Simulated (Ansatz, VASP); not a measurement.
**Al3HgF4: VASP beside Ansatz**

```xyz
8
Lattice="-3.1516 3.1516 3.1516 3.1516 -3.1516 3.1516 3.1516 3.1516 -3.1516" Properties=species:S:1:pos:R:3 pbc="T T T"
Al    3.1516    0.0000    0.0000
Al    0.0000    3.1516    0.0000
Al    0.0000    0.0000    3.1516
Hg    0.0000    0.0000    0.0000
F     1.5758    1.5758    1.5758
F     1.5758    1.5758   -1.5758
F     1.5758   -1.5758    1.5758
F    -1.5758    1.5758    1.5758
```

Alike in both runs: task single point; functional PBE; k mesh 8 × 8 × 8; occupations gaussian, width 0.1 eV; no spin polarisation.

|  | VASP | Ansatz |
| --- | --- | --- |
| version | VASP 6.6.1 | Ansatz 0.2.0 |
| potentials or method | VASP PAW PBE potentials, release 64 (Al, Hg, F), cutoff 520 eV | scalar-relativistic, plane waves, PAW |
| valence electrons in the cell | 49 | 57 |

|  | VASP | Ansatz | Ansatz less VASP |
| --- | --- | --- | --- |
| gap on the k mesh at the Fermi level (eV) | none | none | - |
| pressure (GPa) | -0.1 | 0.0 | +0.11 |

A gap of «none» marks a metal or a gap that the smearing closes. The functional is the same, so the differences come from potentials, cutoffs and numerics. VASP's potentials hold 49 valence electrons a cell and Ansatz's 57, so a difference there can come from the potentials and not from the codes.

Spin-orbit coupling is off throughout.
